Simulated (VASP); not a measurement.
# I (Fmmm) in VASP: single point with r2SCAN

Aim: the single point of I with r2SCAN.

Program: VASP 6.6.1. These are calculated values, not measurements. Logs are shortened: lines on timing, memory, paths and dates and some standing lists are left out, and cuts for length are marked.

## Step 1: The cell of the first run

It takes space group Fmmm (No. 69, orthorhombic). The conventional cell has a = 4.557 Å, b = 4.566 Å, c = 7.884 Å, α = 90.00°, β = 90.00°, γ = 90.00°. Within 4.2 Å of I (site symmetry mmm) lie 4 I at 3.23 Å.

## Step 2: Single point, r2SCAN

Input file POSCAR:

```
I
1.0
    0.0000000000      2.2832177691      3.9420039534
    2.2786692771      0.0000000000      3.9420039534
    2.2786692771      2.2832177691      0.0000000000
I
1
Direct
    0.0000000000      0.0000000000      0.0000000000
```

Input file INCAR.step1:

```
PREC = Accurate
ENCUT = 520
ISMEAR = 0
SIGMA = 0.1
LREAL = False
LASPH = True
NELM = 100
NBANDS = 10
GGA = PE
ALGO = Normal
EDIFF = 1E-4
LWAVE = True
LCHARG = False
```

Input file INCAR.step2:

```
PREC = Accurate
ENCUT = 520
EDIFF = 1E-7
ISMEAR = 0
SIGMA = 0.1
LREAL = False
LASPH = True
NELM = 100
ALGO = Normal
ISIF = 2
LWAVE = False
LCHARG = False
METAGGA = R2SCAN
LMIXTAU = True
NBANDS = 10
ISTART = 1
```

Input file KPOINTS:

```
regular mesh
0
Gamma
  14 14 14
```

Potentials or basis: VASP PAW PBE potentials, release 64 (I).

The run is started by

```
> cat potpaw_PBE.64/I/POTCAR > POTCAR
> cp INCAR.step1 INCAR
> mpirun -np 1 vasp_std > vasp.out
> cp INCAR.step2 INCAR
> mpirun -np 1 vasp_std > vasp.out
```

OUTCAR:

```text
PREC = Accurate
   ENCUT = 520
   EDIFF = 1E-7
   ISMEAR = 0
   LREAL = False
   LASPH = True
   NELM = 100
   ISIF = 2
   METAGGA = R2SCAN
   ISTART = 1

 ion  position               nearest neighbor table
   1  0.000  0.000  0.000-

  LATTYP: Found a face centered orthorhombic cell.
 ALAT       =     4.5573385542
 B/A-ratio  =     1.0019961177
 C/A-ratio  =     1.7299587935

  Lattice vectors:

 A1 = (   0.0000000000,   2.2832177691,   3.9420039534)
 A2 = (   2.2786692771,   0.0000000000,   3.9420039534)
 A3 = (   2.2786692771,   2.2832177691,   0.0000000000)

Analysis of symmetry for initial positions (statically):
=====================================================================
 Subroutine PRICEL returns:
 Original cell was already a primitive cell.

 Routine SETGRP: Setting up the symmetry group for a
 face centered orthorhombic supercell.

 Subroutine GETGRP returns: Found  8 space group operations
 (whereof  8 operations were pure point group operations)
 out of a pool of  8 trial point group operations.

The static configuration has the point symmetry D_2h.

Analysis of symmetry for dynamics (positions and initial velocities):
=====================================================================
 Subroutine PRICEL returns:
 Original cell was already a primitive cell.

 Routine SETGRP: Setting up the symmetry group for a
 face centered orthorhombic supercell.

 Subroutine GETGRP returns: Found  8 space group operations
 (whereof  8 operations were pure point group operations)
 out of a pool of  8 trial point group operations.

The dynamic configuration has the point symmetry D_2h.

 Subroutine INISYM returns: Found  8 space group operations
 (whereof  8 operations are pure point group operations),
 and found     1 'primitive' translations

----------------------------------------------------------------------------------------

                                     Primitive cell

  volume of cell :      41.0181

  direct lattice vectors                    reciprocal lattice vectors
     0.000000000  2.283217769  3.942003953    -0.219426314  0.218989186  0.126839041
     2.278669277  0.000000000  3.942003953     0.219426314 -0.218989186  0.126839041
     2.278669277  2.283217769  0.000000000     0.219426314  0.218989186 -0.126839041

  length of vectors
     4.555488838  4.553210828  3.225742869     0.334951210  0.334951210  0.334951210

  position of ions in fractional coordinates (direct lattice)
     0.000000000  0.000000000  0.000000000

  ion indices of the primitive-cell ions
   primitive index   ion index
                 1           1

----------------------------------------------------------------------------------------

 KPOINTS: regular mesh

Automatic generation of k-mesh.
 Grid dimensions read from file:
 generate k-points for:   14   14   14

 Generating k-lattice:

  Cartesian coordinates                     Fractional coordinates (reciprocal lattice)
    -0.015673308  0.015642085  0.009059931     0.071428571 -0.000000000 -0.000000000
     0.015673308 -0.015642085  0.009059931     0.000000000  0.071428571  0.000000000
     0.015673308  0.015642085 -0.009059931     0.000000000  0.000000000  0.071428571

  Length of vectors
     0.023925086  0.023925086  0.023925086

  Shift w.r.t. Gamma in fractional coordinates (k-lattice)
     0.000000000  0.000000000  0.000000000

 Subroutine IBZKPT returns following result:
 ===========================================

 Found    428 irreducible k-points:

 Following reciprocal coordinates:
            Coordinates               Weight
  0.000000  0.000000  0.000000      1.000000
  0.071429  0.000000  0.000000      8.000000
  0.142857  0.000000  0.000000      8.000000
  0.214286  0.000000  0.000000      8.000000
  0.285714 -0.000000  0.000000      8.000000
  0.357143  0.000000  0.000000      8.000000
[... 16 lines left out ...]
  0.214286  0.142857  0.000000      8.000000
  0.285714  0.142857  0.000000      8.000000
 [... further k-points ...]
   k-points           NKPTS =    428   k-points in BZ     NKDIM =    428   number of bands    NBANDS=     10
   number of dos      NEDOS =    301   number of ions     NIONS =      1
   total plane-waves  NPLWV =  31104
   dimension x,y,z NGX =    36 NGY =   36 NGZ =   24
   dimension x,y,z NGXF=    72 NGYF=   72 NGZF=   48
   ions per type =               1
   NGX,Y,Z   is equivalent  to a cutoff of  13.14, 13.14, 12.37 a.u.
   NGXF,Y,Z  is equivalent  to a cutoff of  26.28, 26.29, 24.74 a.u.
 SYSTEM =  unknown system
   PREC   = accura    normal or accurate (medium, high low for compatibility)
   ISTART =      1    job   : 0-new  1-cont  2-samecut
   ICHARG =      0    charge: 1-file 2-atom 10-const
   ISPIN  =      1    spin polarized calculation?
   LNONCOLLINEAR =      F non collinear calculations
   LSORBIT =      F    spin-orbit coupling
   LASPH  =      T    aspherical Exc in radial PAW
   ENCUT  =  520.0 eV  38.22 Ry    6.18 a.u.   8.47  8.47  6.00*2*pi/ulx,y,z
   NELM   =    100;   NELMIN=  2; NELMDL=  0     # of ELM steps
   EDIFF  = 0.1E-06   stopping-criterion for ELM
   LREAL  =      F    real-space projection
   EDIFFG = 0.1E-05   stopping-criterion for IOM
   NSW    =      0    number of steps for IOM
   IBRION =     -1    ionic relax: 0-MD 1-quasi-New 2-CG
   NFREE  =      0    steps in history (QN), initial steepest desc. (CG)
   ISIF   =      2    stress and relaxation
   ISYM   =      2    0-nonsym 1-usesym 2-fastsym
   POTIM  = 0.5000    time-step for ionic-motion
   TEBEG  =    0.0;   TEEND  =   0.0 temperature during run
   PSTRESS=    0.0 pullay stress
   NELECT =       7.0000    total number of electrons
   NUPDOWN=      -1.0000    fix difference up-down
   EMIN   =  10.00;   EMAX   =-10.00  energy-range for DOS
   EFERMI =   0.00;   METHOD = LEGACY
   ISMEAR =     0;   SIGMA  =   0.10  broadening in eV -4-tet -1-fermi 0-gaus
   EFERMI_NEDOS =   21; number of points for ismear=-14 and -15
   IALGO  =     38    algorithm
   IMIX   =      4    mixing-type and parameters
     AMIX     =   0.40;   BMIX     =  1.00
     AMIX_MAG =   1.60;   BMIX_MAG =  1.00
  volume/ion in A,a.u.               =      41.02       276.80
  Fermi-wavevector in a.u.,A,eV,Ry     =   0.908062  1.715989 11.219052  0.824577
  Thomas-Fermi vector in A             =   2.031944
   LORBIT       =      0    0 simple, 1 ext, 2 COOP (PROOUT), +10 PAW based schemes
   METAGGA = R2SCAN    functional components
   LHFCALC =     F    Hartree Fock is set to
   AEXX    =    0.0000 exact exchange contribution
   IVDW    =     0    specifies the selected vdW correction
   LEPSILON=     F    determine dielectric tensor
   LRPA    =     F    only Hartree local field effects (RPA)
 non-spin polarized calculation
 Gauss-broadening in eV      SIGMA  =   0.10
  energy-cutoff  :      520.00
  volume of cell :       41.02
 maximum number of plane-waves:      1134
 NGX is ok and might be reduce to    36
   NGX = 17   NGY = 17   NGZ = 11

 number of electron       7.0000000 magnetization

 Free energy of the ion-electron system (eV)
  ---------------------------------------------------
  ext. energy  EPLUGINS =         0.00000000
  ---------------------------------------------------
  free energy    TOTEN  =       -24.41696327 eV

  energy without entropy =      -24.41478529  energy(sigma->0) =      -24.41587428

 E-fermi :   3.2744     XC(G=0):  -8.6167

 val. band max:        3.2733827487   @ k =  -0.2143   0.1429   0.1429
 cond. band min:       3.2812281816   @ k =   0.3571  -0.0000   0.1429
 fundamental gap:      0.0078454329
 Fermi energy:         3.2743817134

 k-point     1 :       0.0000    0.0000    0.0000
  band No.  band energies     occupation
      1     -11.2223      2.00000
      2       1.0494      2.00000
      3       4.1161      0.00000
      4       4.1249      0.00000
      5       8.1425      0.00000
      6      11.0124      0.00000
      7      12.0536      0.00000
      8      16.0406      0.00000
      9      16.0492      0.00000
     10      16.3186      0.00000

 k-point     2 :       0.0714    0.0000    0.0000
  band No.  band energies     occupation
      1     -11.1647      2.00000
      2       1.0515      2.00000
      3       3.5998      0.00000
      4       4.1602      0.00000
      5       8.2953      0.00000
      6      11.2938      0.00000
      7      12.4438      0.00000
      8      14.5563      0.00000
      9      16.1288      0.00000
     10      16.8578      0.00000

 k-point     3 :       0.1429    0.0000    0.0000
  band No.  band energies     occupation
      1     -10.9962      2.00000
      2       1.0572      2.00000
      3       2.4259      2.00000
      4       4.2744      0.00000
      5       8.6910      0.00000
      6      11.6192      0.00000
      7      13.0082      0.00000
      8      13.8346      0.00000
      9      16.3761      0.00000
     10      17.1947      0.00000

 k-point     4 :       0.2143    0.0000    0.0000
  band No.  band energies     occupation
      1     -10.7317      2.00000
      2       0.9140      2.00000
      3       1.2482      2.00000
      4       4.4476      0.00000
      5       9.1843      0.00000
      6      11.8231      0.00000
      7      11.9777      0.00000
      8      15.6741      0.00000
      9      16.7599      0.00000
     10      17.6842      0.00000

 k-point     5 :       0.2857   -0.0000    0.0000
  band No.  band energies     occupation
      1     -10.4014      2.00000
      2      -0.2434      2.00000
      3       1.1822      2.00000
      4       4.6527      0.00000
      5       9.3322      0.00000
      6      11.5816      0.00000
      7      12.2481      0.00000
      8      16.8561      0.00000
      9      17.2935      0.00000
     10      17.5522      0.00000

 k-point     6 :       0.3571    0.0000    0.0000
  band No.  band energies     occupation
      1     -10.0586      2.00000
      2      -1.2906      2.00000
      3       1.2374      2.00000
      4       4.8513      0.00000
      5       8.9201      0.00000
      6      12.3240      0.00000
      7      12.6234      0.00000
      8      16.1341      0.00000
      9      17.1373      0.00000
     10      18.1019      0.00000
[... 183 lines left out ...]
 k-point    21 :      -0.0714    0.0714   -0.0000
  band No.  band energies     occupation
      1     -11.0072      2.00000
      2       1.1943      2.00000
      3       2.4298      2.00000
      4       4.2848      0.00000
      5       8.4673      0.00000
      6      11.6583      0.00000
      7      12.9179      0.00000
      8      13.8383      0.00000
      9      16.2901      0.00000
     10      17.0655      0.00000

 k-point    22 :       0.1429    0.1429    0.0000
  band No.  band energies     occupation
      1     -11.1784      2.00000
      2       0.5457      2.00000
      3       4.0743      0.00000
      4       4.0832      0.00000
      5       9.1098      0.00000
      6      10.9035      0.00000
      7      11.8199      0.00000
      8      16.3970      0.00000
      9      16.4052      0.00000
     10      16.8992      0.00000

 k-point    23 :       0.2143    0.1429    0.0000
  band No.  band energies     occupation
      1     -11.1017      2.00000
      2       0.3684      2.00000
      3       3.5431      0.00014
      4       4.1015      0.00000
      5       9.6364      0.00000
      6      11.1294      0.00000
      7      12.1326      0.00000
      8      15.2511      0.00000
      9      16.6522      0.00000
     10      17.5942      0.00000

 k-point    24 :       0.2857    0.1429    0.0000
  band No.  band energies     occupation
      1     -10.9190      2.00000
      2       0.2772      2.00000
      3       2.3595      2.00000
      4       4.2046      0.00000
      5      10.1934      0.00000
      6      11.3786      0.00000
      7      13.3172      0.00000
      8      14.2625      0.00000
      9      17.0357      0.00000
     10      18.0989      0.00000

 [... further k-points ...]

------------------------ aborting loop because EDIFF is reached ----------------------------------------

  FORCE on cell =-STRESS in cart. coord.  units (eV):
  Direction    XX          YY          ZZ          XY          YZ          ZX
  --------------------------------------------------------------------------------------
  -------------------------------------------------------------------------------------
  Total       -0.0144139     -0.0155591     -0.0087356     -0.0000000      0.0000000      0.0000000
  in kB       -0.5630103     -0.6077408     -0.3412163     -0.0000000      0.0000000      0.0000000
  external PRESSURE =      -0.5039891 kB  Pullay stress =       0.0000000 kB

 VOLUME and BASIS-vectors are now :
 -----------------------------------------------------------------------------
  energy-cutoff  :      520.00
  volume of cell :       41.02
      direct lattice vectors                 reciprocal lattice vectors
     0.000000000  2.283217769  3.942003953    -0.219426314  0.218989186  0.126839041
     2.278669277  0.000000000  3.942003953     0.219426314 -0.218989186  0.126839041
     2.278669277  2.283217769  0.000000000     0.219426314  0.218989186 -0.126839041

 POSITION                                       TOTAL-FORCE (eV/Angst)
 -----------------------------------------------------------------------------------
      0.00000      0.00000      0.00000         0.000000     -0.000000     -0.000000
 -----------------------------------------------------------------------------------
    total drift:                                0.000000      0.000000      0.000000

  FREE ENERGIE OF THE ION-ELECTRON SYSTEM (eV)
  ---------------------------------------------------
  free  energy   TOTEN  =       -24.4169632680 eV

  energy  without entropy=      -24.4147852948  energy(sigma->0) =      -24.41587428
```

Run time: 4.4 min. Hardware: 1 thread of Intel Xeon 6975P-C (Granite Rapids), shared host; peak memory 0.3 GiB.

What came out:

* Free energy: -24.4170 eV
* Pressure: -0.1 GPa
* Band gap on the k mesh: zero (an odd number of electrons rules out a gap without spin polarisation)

Caveat: the PAW data sets were made with another functional, which shifts forces and pressure a little; spin-orbit coupling is left out, which moves the levels of the heavy elements; an odd number of electrons without spin polarisation forces a metal; a magnetic or distorted state may lie lower.
